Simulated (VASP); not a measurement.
The system is In3As.

```
CELL_PARAMETERS angstrom
4.67168 0.00000 0.00000
0.00000 4.67168 0.00000
0.00000 0.00000 4.67168
ATOMIC_POSITIONS crystal
In 0.50000 0.50000 0.00000
In 0.50000 0.00000 0.50000
In 0.00000 0.50000 0.50000
As 0.00000 0.00000 0.00000
```

Base run:

| Item | Value |
| --- | --- |
| Program | VASP 6.6.1 |
| Functional | PBEsol |
| Potentials or basis | VASP PAW PBE potentials, release 64 (In_d, As) |
| Cutoff | 520 eV |
| k mesh | 6 × 6 × 6 |
| Occupations | fermi-dirac, width 0.05 eV |
| Spin | no spin polarisation |

Its results: band gap on the k mesh zero (band 22 reaches 6.94 eV, above the bottom of band 23 at 3.09 eV); pressure -2.4 GPa.

Question: The run is repeated on the same cell with these changes: further incar settings from ALGO = Normal; EDIFF = 1e-07; NBANDS = 30 to ALGO = Normal; EDIFF = 1e-06; NBANDS = 30; dispersion from none to D3(BJ). What comes out?

Answer: Band gap on the k mesh zero (band 22 reaches 6.94 eV, above the bottom of band 23 at 3.09 eV); pressure -4.7 GPa.

Caveats: the PAW data sets were made with another functional, which shifts forces and pressure a little; spin-orbit coupling is left out, which moves the levels of the heavy elements; three body term missing (some runs); pairwise dispersion overbinds metals, which lowers pressure and volume (some runs).
